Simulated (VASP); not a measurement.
Here is a VASP 6.6.1 calculation.

File INCAR:

```
PREC     = Accurate       # precision mode
ENCUT    = 500            # plane-wave cutoff, eV
EDIFF    = 1E-6           # SCF threshold, eV
ISMEAR   = 0              # smearing method
SIGMA    = 0.2            # smearing width, eV
LREAL    = False          # projectors in reciprocal space
LASPH    = True           # aspherical terms in the spheres
NELM     = 120            # most SCF steps
ALGO     = Normal         # electronic algorithm
ISIF     = 2              # what is computed and relaxed
LWAVE    = False          # write WAVECAR
LCHARG   = False          # write CHGCAR
GGA      = PE             # functional
NBANDS   = 29             # bands
GGA_COMPAT= False
```

The input KPOINTS:

```
regular mesh
0
Gamma
  4 4 4
```

File POSCAR:

```
B3Pd
1.0
    0.0000000000      3.4259732842      3.4259732842
    3.4259732842      0.0000000000      3.4259732842
    3.4259732842      3.4259732842      0.0000000000
B Pd
6 2
Direct
    0.5687836517      0.9312163483      0.9312163483
    0.9312163483      0.5687836517      0.5687836517
    0.9312163483      0.5687836517      0.9312163483
    0.5687836517      0.9312163483      0.5687836517
    0.9312163483      0.9312163483      0.5687836517
    0.5687836517      0.5687836517      0.9312163483
    0.5000000000      0.5000000000      0.5000000000
    0.2500000000      0.2500000000      0.2500000000
```

Potentials or basis: VASP PAW PBE potentials, release 64 (B, Pd).

Command:

```sh
$ cat potpaw_PBE.64/B/POTCAR potpaw_PBE.64/Pd/POTCAR > POTCAR
$ mpirun -np 1 vasp_std > vasp.out
```

**Question.** Estimate the band gap on the k mesh.

**Answer.** Zero (band 19 reaches 7.26 eV, above the bottom of band 20 at 6.91 eV).

**Question.** What does it give for the largest force?

**Answer.** 0.038 eV/Å.

**Question.** Predict the pressure.

**Answer.** -0.2 GPa.

Forces on the atoms (eV/Å):
```
B    0.038  0.000  0.000
B   -0.038  0.000  0.000
B    0.000  0.038  0.000
B    0.000 -0.038  0.000
B    0.000  0.000  0.038
B    0.000  0.000 -0.038
Pd   0.000  0.000  0.000
Pd   0.000  0.000  0.000
```

Caveat: the k points lie up to 0.40 Å⁻¹ apart.
